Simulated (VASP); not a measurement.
# Ga3As3CO in VASP: notebook

The runs below take Ga3As3CO through single point, with PBE+D3(BJ).

Program: VASP 6.6.1. These are calculated values, not measurements. Logs are shortened: lines on timing, memory, paths and dates and some standing lists are left out, and cuts for length are marked.

### Step 1. The cell of the first run

The cell holds a slab with vacuum, 8 atoms: a = 4.014 Å, b = 5.676 Å, c = 23.335 Å, α = 90.00°, β = 90.00°, γ = 90.00°.

### Step 2. Single point, PBE+D3(BJ)

Input file INCAR:

```
SYSTEM = Ga3As3CO
PREC = Accurate ; ENCUT = 520
EDIFF = 1E-7 ; ISMEAR = 0
SIGMA = 0.05 ; LREAL = .FALSE.
LASPH = .TRUE. ; NELM = 60
ALGO = Normal ; ISIF = 2
LWAVE = .FALSE. ; LCHARG = .FALSE.
LDIPOL = .TRUE. ; IDIPOL = 3
DIPOL = 0.5 0.5 0.323 ; GGA = PE
IVDW = 12 ; NBANDS = 42
```

Input file KPOINTS:

```
Automatic mesh
0
G
  7 5 1
  0 0 0
```

Input file POSCAR:

```
Ga3As3CO
1.0
    4.0137031111      0.0000000000      0.0000000000
    0.0000000000      5.6762333751      0.0000000000
    0.0000000000      0.0000000000     23.3352699083
Ga As O C
3 3 1 1
Direct
    0.5000000000      0.5000000000      0.1714143447
    0.0000000000      0.0653835255      0.2680035048
    0.5000000000      0.4894639609      0.3228546357
    0.0000000000      0.2500000000      0.1714143447
    0.5000000000      0.8102208698      0.2504948966
    0.0000000000      0.2887573198      0.3593388866
    0.0000000000      0.4554239865      0.4964703624
    0.0000000000      0.4554239865      0.5457519865
```

Potentials or basis: VASP PAW PBE potentials, release 64 (Ga_d, As, O, C).

Run with:

```sh
$ cat potpaw_PBE.64/Ga_d/POTCAR potpaw_PBE.64/As/POTCAR potpaw_PBE.64/O/POTCAR potpaw_PBE.64/C/POTCAR > POTCAR
$ mpirun -np 1 vasp_std > vasp.out
```

OUTCAR:

```text
SYSTEM = Ga3As3CO
   PREC = Accurate
   ENCUT = 520
   EDIFF = 1E-7
   ISMEAR = 0
   LREAL = .FALSE.
   LASPH = .TRUE.
   NELM = 60
   ISIF = 2
   GGA = PE
   IVDW = 12
 IVDW          = 12

 ion  position               nearest neighbor table
   1  0.500  0.500  0.171-   4 2.46   4 2.46   5 2.55
   2  0.000  0.065  0.268-   6 2.48   4 2.49   5 2.51   5 2.51
   3  0.500  0.489  0.323-   6 2.46   6 2.46   5 2.48
   4  0.000  0.250  0.171-   1 2.46   1 2.46   2 2.49
   5  0.500  0.810  0.250-   3 2.48   2 2.51   2 2.51   1 2.55
   6  0.000  0.289  0.359-   3 2.46   3 2.46   2 2.48
   7  0.000  0.455  0.496-   8 1.15
   8  0.000  0.455  0.546-   7 1.15

  LATTYP: Found a simple orthorhombic cell.
 ALAT       =     4.0137031111
 B/A-ratio  =     1.4142135624
 C/A-ratio  =     5.8139003465

  Lattice vectors:

 A1 = (   4.0137031111,   0.0000000000,   0.0000000000)
 A2 = (   0.0000000000,   5.6762333751,   0.0000000000)
 A3 = (   0.0000000000,   0.0000000000,  23.3352699083)

Analysis of symmetry for initial positions (statically):
=====================================================================
 Subroutine PRICEL returns:
 Original cell was already a primitive cell.

 Routine SETGRP: Setting up the symmetry group for a
 simple orthorhombic supercell.

 Subroutine GETGRP returns: Found  2 space group operations
 (whereof  2 operations were pure point group operations)
 out of a pool of  8 trial point group operations.

The static configuration has the point symmetry C_1h.

Analysis of symmetry for dynamics (positions and initial velocities):
=====================================================================
 Subroutine PRICEL returns:
 Original cell was already a primitive cell.

 Routine SETGRP: Setting up the symmetry group for a
 simple orthorhombic supercell.

 Subroutine GETGRP returns: Found  2 space group operations
 (whereof  2 operations were pure point group operations)
 out of a pool of  8 trial point group operations.

The dynamic configuration has the point symmetry C_1h.

 Subroutine INISYM returns: Found  2 space group operations
 (whereof  2 operations are pure point group operations),
 and found     1 'primitive' translations

----------------------------------------------------------------------------------------

                                     Primitive cell

  volume of cell :     531.6408

  direct lattice vectors                    reciprocal lattice vectors
     4.013703111  0.000000000  0.000000000     0.249146480  0.000000000  0.000000000
     0.000000000  5.676233375  0.000000000     0.000000000  0.176173165  0.000000000
     0.000000000  0.000000000 23.335269908     0.000000000  0.000000000  0.042853586

  length of vectors
     4.013703111  5.676233375 23.335269908     0.249146480  0.176173165  0.042853586

  position of ions in fractional coordinates (direct lattice)
     0.500000000  0.500000000  0.171414345
     0.000000000  0.065383526  0.268003505
     0.500000000  0.489463961  0.322854636
     0.000000000  0.250000000  0.171414345
     0.500000000  0.810220870  0.250494897
     0.000000000  0.288757320  0.359338887
     0.000000000  0.455423987  0.496470362
     0.000000000  0.455423987  0.545751987

  ion indices of the primitive-cell ions
   primitive index   ion index
                 1           1
                 2           2
                 3           3
                 4           4
                 5           5
                 6           6
                 7           7
                 8           8

----------------------------------------------------------------------------------------

 KPOINTS: Automatic mesh

Automatic generation of k-mesh.
 Grid dimensions read from file:
 generate k-points for:    7    5    1

 Generating k-lattice:

  Cartesian coordinates                     Fractional coordinates (reciprocal lattice)
     0.035592354  0.000000000  0.000000000     0.142857143  0.000000000  0.000000000
     0.000000000  0.035234633  0.000000000     0.000000000  0.200000000  0.000000000
     0.000000000  0.000000000  0.042853586     0.000000000  0.000000000  1.000000000

  Length of vectors
     0.035592354  0.035234633  0.042853586

  Shift w.r.t. Gamma in fractional coordinates (k-lattice)
     0.000000000  0.000000000  0.000000000

 Subroutine IBZKPT returns following result:
 ===========================================

 Found     12 irreducible k-points:

 Following reciprocal coordinates:
            Coordinates               Weight
  0.000000  0.000000  0.000000      1.000000
  0.142857  0.000000  0.000000      2.000000
  0.285714  0.000000  0.000000      2.000000
  0.428571  0.000000  0.000000      2.000000
  0.000000  0.200000  0.000000      2.000000
  0.142857  0.200000  0.000000      4.000000
  0.285714  0.200000  0.000000      4.000000
  0.428571  0.200000  0.000000      4.000000
  0.000000  0.400000  0.000000      2.000000
  0.142857  0.400000  0.000000      4.000000
  0.285714  0.400000  0.000000      4.000000
  0.428571  0.400000  0.000000      4.000000
   k-points           NKPTS =     12   k-points in BZ     NKDIM =     12   number of bands    NBANDS=     42
   number of dos      NEDOS =    301   number of ions     NIONS =      8
   total plane-waves  NPLWV = 226800
   dimension x,y,z NGX =    30 NGY =   42 NGZ =  180
   dimension x,y,z NGXF=    60 NGYF=   84 NGZF=  360
   ions per type =               3   3   1   1
   NGX,Y,Z   is equivalent  to a cutoff of  12.43, 12.30, 12.82 a.u.
   NGXF,Y,Z  is equivalent  to a cutoff of  24.85, 24.60, 25.65 a.u.
 SYSTEM =  Ga3As3CO
   PREC   = accura    normal or accurate (medium, high low for compatibility)
   ISTART =      0    job   : 0-new  1-cont  2-samecut
   ICHARG =      2    charge: 1-file 2-atom 10-const
   ISPIN  =      1    spin polarized calculation?
   LNONCOLLINEAR =      F non collinear calculations
   LSORBIT =      F    spin-orbit coupling
   LASPH  =      T    aspherical Exc in radial PAW
   ENCUT  =  520.0 eV  38.22 Ry    6.18 a.u.   7.46 10.55 43.39*2*pi/ulx,y,z
   NELM   =     60;   NELMIN=  2; NELMDL= -5     # of ELM steps
   EDIFF  = 0.1E-06   stopping-criterion for ELM
   LREAL  =      F    real-space projection
   EDIFFG = 0.1E-05   stopping-criterion for IOM
   NSW    =      0    number of steps for IOM
   IBRION =     -1    ionic relax: 0-MD 1-quasi-New 2-CG
   NFREE  =      0    steps in history (QN), initial steepest desc. (CG)
   ISIF   =      2    stress and relaxation
   ISYM   =      2    0-nonsym 1-usesym 2-fastsym
   POTIM  = 0.5000    time-step for ionic-motion
   TEBEG  =    0.0;   TEEND  =   0.0 temperature during run
   PSTRESS=    0.0 pullay stress
   NELECT =      64.0000    total number of electrons
   NUPDOWN=      -1.0000    fix difference up-down
   EMIN   =  10.00;   EMAX   =-10.00  energy-range for DOS
   EFERMI =   0.00;   METHOD = LEGACY
   ISMEAR =     0;   SIGMA  =   0.05  broadening in eV -4-tet -1-fermi 0-gaus
   EFERMI_NEDOS =   21; number of points for ismear=-14 and -15
   IALGO  =     38    algorithm
   IMIX   =      4    mixing-type and parameters
     AMIX     =   0.40;   BMIX     =  1.00
     AMIX_MAG =   1.60;   BMIX_MAG =  1.00
  volume/ion in A,a.u.               =      66.46       448.46
  Fermi-wavevector in a.u.,A,eV,Ry     =   0.808342  1.527546  8.890285  0.653418
  Thomas-Fermi vector in A             =   1.917130
   LORBIT       =      0    0 simple, 1 ext, 2 COOP (PROOUT), +10 PAW based schemes
   GGA     = PE    functional components
   LHFCALC =     F    Hartree Fock is set to
   AEXX    =    0.0000 exact exchange contribution
   IVDW    =    12    specifies the selected vdW correction
   LEPSILON=     F    determine dielectric tensor
   LRPA    =     F    only Hartree local field effects (RPA)
 non-spin polarized calculation
 Gauss-broadening in eV      SIGMA  =   0.05
  energy-cutoff  :      520.00
  volume of cell :      531.64
 maximum number of plane-waves:     14367
 NGX is ok and might be reduce to    30
   NGX = 15   NGY = 21   NGZ = 87

 dipolmoment           0.000000      0.000000     -0.004601 electrons x Angstroem

 number of electron      64.0000018 magnetization

 dipolmoment           0.000000      0.000000      0.042533 electrons x Angstroem

 Free energy of the ion-electron system (eV)
  ---------------------------------------------------
  ext. energy  EPLUGINS =         0.00000000
  ---------------------------------------------------
  free energy    TOTEN  =       -37.51289432 eV

  energy without entropy =      -37.51289432  energy(sigma->0) =      -37.51289432

 E-fermi :  -2.0478     XC(G=0):  -3.7960

 val. band max:       -2.2444798387   @ k =   0.0000   0.0000   0.0000
 cond. band min:      -1.8466146427   @ k =   0.4286   0.0000   0.0000
 fundamental gap:      0.3978651959
 Fermi energy:        -2.0477699389

 k-point     1 :       0.0000    0.0000    0.0000
  band No.  band energies     occupation
      1     -26.7830      2.00000
      2     -17.2299      2.00000
      3     -17.1625      2.00000
      4     -17.1489      2.00000
      5     -17.1273      2.00000
      6     -17.1085      2.00000
[... 34 lines left out ...]
     41       2.1653      0.00000
     42       2.2165      0.00000

 k-point     2 :       0.1429    0.0000    0.0000
  band No.  band energies     occupation
      1     -26.7814      2.00000
      2     -17.2266      2.00000
      3     -17.1599      2.00000
      4     -17.1482      2.00000
      5     -17.1264      2.00000
      6     -17.1111      2.00000
[... 439 lines left out ...]
     41       2.7363      0.00000
     42       3.1259      0.00000

 k-point    12 :       0.4286    0.4000    0.0000
  band No.  band energies     occupation
      1     -26.7745      2.00000
      2     -17.2108      2.00000
      3     -17.1491      2.00000
      4     -17.1429      2.00000
      5     -17.1266      2.00000
      6     -17.1227      2.00000
[... 34 lines left out ...]
     41       2.7554      0.00000
     42       3.1104      0.00000

------------------------ aborting loop because EDIFF is reached ----------------------------------------

 vacuum level on the upper side and lower side of the slab       (xc-potential included)         0.123        -0.193

 Edisp (eV)   -1.26427

 E8    (eV) :    -0.5739

  FORCE on cell =-STRESS in cart. coord.  units (eV):
  Direction    XX          YY          ZZ          XY          YZ          ZX
  --------------------------------------------------------------------------------------
  -------------------------------------------------------------------------------------
  Total      -2.11406    -2.62590    -0.41584     0.00000     0.10825     0.00000
  in kB      -6.37103    -7.91352    -1.25320     0.00000     0.32624     0.00000
  external pressure =       -5.18 kB  Pullay stress =        0.00 kB

 VOLUME and BASIS-vectors are now :
 -----------------------------------------------------------------------------
  energy-cutoff  :      520.00
  volume of cell :      531.64
      direct lattice vectors                 reciprocal lattice vectors
     4.013703111  0.000000000  0.000000000     0.249146480  0.000000000  0.000000000
     0.000000000  5.676233375  0.000000000     0.000000000  0.176173165  0.000000000
     0.000000000  0.000000000 23.335269908     0.000000000  0.000000000  0.042853586

 POSITION                                       TOTAL-FORCE (eV/Angst)
 -----------------------------------------------------------------------------------
      2.00685      2.83812      4.00000         0.000000     -0.318277      1.030991
      0.00000      0.37113      6.25393         0.000000      0.009679      0.015401
      2.00685      2.77831      7.53390         0.000000     -0.001266     -0.003139
      0.00000      1.41906      4.00000         0.000000      0.315634     -1.074535
      2.00685      4.59900      5.84537         0.000000      0.005388     -0.012215
      0.00000      1.63905      8.38527         0.000000     -0.057037     -0.042147
      0.00000      2.58509     11.58527         0.000000      0.060510      0.793244
      0.00000      2.58509     12.73527         0.000000     -0.014631     -0.707599
 -----------------------------------------------------------------------------------
    total drift:                                0.000000     -0.001240      0.000488

  FREE ENERGIE OF THE ION-ELECTRON SYSTEM (eV)
  ---------------------------------------------------
  free  energy   TOTEN  =       -38.7771623301 eV

  energy  without entropy=      -38.7771623298  energy(sigma->0) =      -38.77716233

 vacuum level on the upper side and lower side of the slab         2.727         2.388
```

It took 4 min on 1 thread of AMD EPYC 9R45 (Zen 5), shared host; peak memory 0.62 GiB.

Results:

```
Free energy                : -38.7772 eV
Largest force              : 1.120 eV/Å
Band gap on the k mesh     : 0.40 eV (least direct gap 0.75 eV)
Dispersion energy per atom : -0.158 eV
```

Forces on the atoms (eV/Å):
```
Ga   0.000 -0.318  1.031
Ga   0.000  0.010  0.015
Ga   0.000 -0.001 -0.003
As   0.000  0.316 -1.075
As   0.000  0.005 -0.012
As   0.000 -0.057 -0.042
O    0.000  0.061  0.793
C    0.000 -0.015 -0.708
```

Levels at points of the mesh, in eV from the valence-band top:
| k point | band 29 | band 30 | band 31 | band 32 | band 33 | band 34 | band 35 | band 36 |
| --- | --- | --- | --- | --- | --- | --- | --- | --- |
| (0.00, 0.00, 0.00) | -1.33 | -0.89 | -0.84 | 0.00 | 0.75 | 1.60 | 2.28 | 2.44 |

### Step 3. Single point, PBE+D3(BJ)

Input file INCAR:

```
PREC = Accurate ; ENCUT = 520
EDIFF = 1E-6 ; ISMEAR = 0
SIGMA = 0.05 ; LREAL = F
LASPH = T ; NELM = 60
ALGO = Normal ; ISIF = 2
LWAVE = F ; LCHARG = F
LDIPOL = T ; IDIPOL = 3
DIPOL = 0.5 0.5 0.323 ; GGA = PE
IVDW = 12 ; NBANDS = 42
```

Input file KPOINTS:

```
Automatic mesh
0
Gamma
  7 5 1
```

Changes to POSCAR since step 2:

```diff
@@ -14,3 +14,3 @@
     0.0000000000      0.2887573198      0.3593388866
-    0.0000000000      0.4554239865      0.4964703624
-    0.0000000000      0.4554239865      0.5457519865
+    0.0000000000      0.7887573198      0.4964703624
+    0.0000000000      0.7887573198      0.5457519865
```

Potentials or basis: VASP PAW PBE potentials, release 64 (Ga_d, As, O, C).

Run with:

```sh
$ cat potpaw_PBE.64/Ga_d/POTCAR potpaw_PBE.64/As/POTCAR potpaw_PBE.64/O/POTCAR potpaw_PBE.64/C/POTCAR > POTCAR
$ mpirun -np 1 vasp_std > vasp.out
```

Run time: 3.5 min. Hardware: 1 thread of AMD EPYC 9R45 (Zen 5), shared host; peak memory 0.62 GiB.

Results (log left out):

| Property | Result |
| --- | --- |
| Free energy | -38.8097 eV |
| Largest force | 1.108 eV/Å |
| Band gap on the k mesh | 0.40 eV (least direct gap 0.75 eV) |
| Dispersion energy per atom | -0.157 eV |

Forces on the atoms (eV/Å):
```
Ga   0.000 -0.310  1.031
Ga   0.000 -0.009  0.020
Ga   0.000  0.009  0.014
As   0.000  0.316 -1.062
As   0.000  0.009 -0.014
As   0.000 -0.010  0.049
O    0.000 -0.008  0.695
C    0.000  0.004 -0.733
```

Levels at points of the mesh, in eV from the valence-band top:
```tsv
k point	band 28	band 29	band 30	band 31	band 32	band 33	band 34	band 35	band 36	band 37
(0.00, 0.00, 0.00)	-1.98	-1.32	-0.89	-0.85	0.00	0.75	1.61	2.31	2.55	2.89
```
